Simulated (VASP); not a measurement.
A run of VASP 6.6.1 is set up as follows.

The input INCAR:

```
ALGO = Normal
EDIFF = 1E-6
ENCUT = 520
GGA = PS
ISIF = 2
ISMEAR = 0
LASPH = T
LCHARG = T
LELF = T
LREAL = F
LVHAR = T
LWAVE = F
NBANDS = 13
NELM = 60
PREC = Accurate
SIGMA = 0.15
```

Contents of KPOINTS:

```
k-points
0
Gamma
  24 24 24
```

Contents of POSCAR:

```
Mo
1.0
   -1.5710000000      1.5710000000      1.5710000000
    1.5710000000     -1.5710000000      1.5710000000
    1.5710000000      1.5710000000     -1.5710000000
Mo
1
Direct
    0.0000000000      0.0000000000      0.0000000000
```

Potentials or basis: VASP PAW PBE potentials, release 64 (Mo_sv).

Run with:

```sh
$ cat potpaw_PBE.64/Mo_sv/POTCAR > POTCAR
$ mpirun -np 1 vasp_std > vasp.out
```

What does it give for the pressure?

-2.7 GPa.

Estimate the band gap on the k mesh.

zero (band 7 reaches 16.65 eV, above the bottom of band 8 at 11.21 eV).

Caveat: the PAW data sets were made with another functional, which shifts forces and pressure a little.
